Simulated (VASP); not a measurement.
# Hf: relaxation of cell and atoms with revPBE

The system is Hf.

```
Hf
1.0
    -1.80500    1.80500    1.80500
     1.80500   -1.80500    1.80500
     1.80500    1.80500   -1.80500
Hf
1
Direct
  0.00000 0.00000 0.00000
```

* Program: VASP 6.6.1
* Task: relaxation of cell and atoms
* Functional: revPBE
* Potentials or basis: VASP PAW PBE potentials, release 64 (Hf_pv)
* Cutoff: 600 eV
* k mesh: 10 × 10 × 10
* Occupations: fermi-dirac, width 0.05 eV
* Spin: no spin polarisation
* Dipole correction: no
* Further INCAR settings: ALGO = Fast; EDIFF = 1e-06; IBRION = 2; EDIFFG = -0.01; NSW = 60; ISIF = 3

```
Relaxed volume                         : 22.69 Å³/atom
Relaxed cell                           : a = 3.089 Å, b = 3.089 Å, c = 3.089 Å, α = 109.47°, β = 109.47°, γ = 109.47°
Space group after relaxing (to 0.05 Å) : Im-3m (No. 229)
Energy gained by relaxing              : 8.8 meV/atom
Ionic steps                            : 4
Pressure after relaxing                : 0.0 GPa
Band gap on the k mesh                 : zero (band 5 reaches 6.09 eV, above the bottom of band 6 at 3.82 eV)
```

Step by step:
| step | energy change (eV) | largest force (eV/Å) | pressure (GPa) | volume (Å³) |
| --- | --- | --- | --- | --- |
| 1 | 0.0000 | 0.0000 | -3.29 | 23.52 |
| 2 | 0.0001 | 0.0000 | 3.72 | 21.92 |
| 3 | -0.0088 | 0.0000 | -0.08 | 22.70 |
| 4 | -0.0088 | 0.0000 | 0.04 | 22.69 |

Final structure:
```xyz
1
Lattice="-1.7833 1.7833 1.7833 1.7833 -1.7833 1.7833 1.7833 1.7833 -1.7833" Properties=species:S:1:pos:R:3 pbc="T T T"
Hf    1.7833    1.7833    1.7833
```

Levels at points of the mesh, in eV from the Fermi level:
```csv
k point,band 2,band 3,band 4,band 5,band 6,band 7,band 8,band 9
"(0.00, 0.00, 0.00)",-29.93,-29.93,-7.00,1.53,1.53,1.53,4.27,4.27
"(0.50, 0.00, 0.00)",-30.18,-29.93,-3.33,-0.46,0.98,4.09,5.08,7.49
"(0.50, 0.50, 0.50)",-30.47,-30.47,-2.52,-2.52,6.68,6.68,6.68,7.10
```

It took 24 s on 1 thread of Intel(R) Xeon(R) 6975P-C (Granite Rapids), on a shared host, peak memory 0.17 GiB.

Caveat: the PAW data sets were made with another functional, which shifts forces and pressure a little; spin-orbit coupling is left out, which moves the levels of the heavy elements.
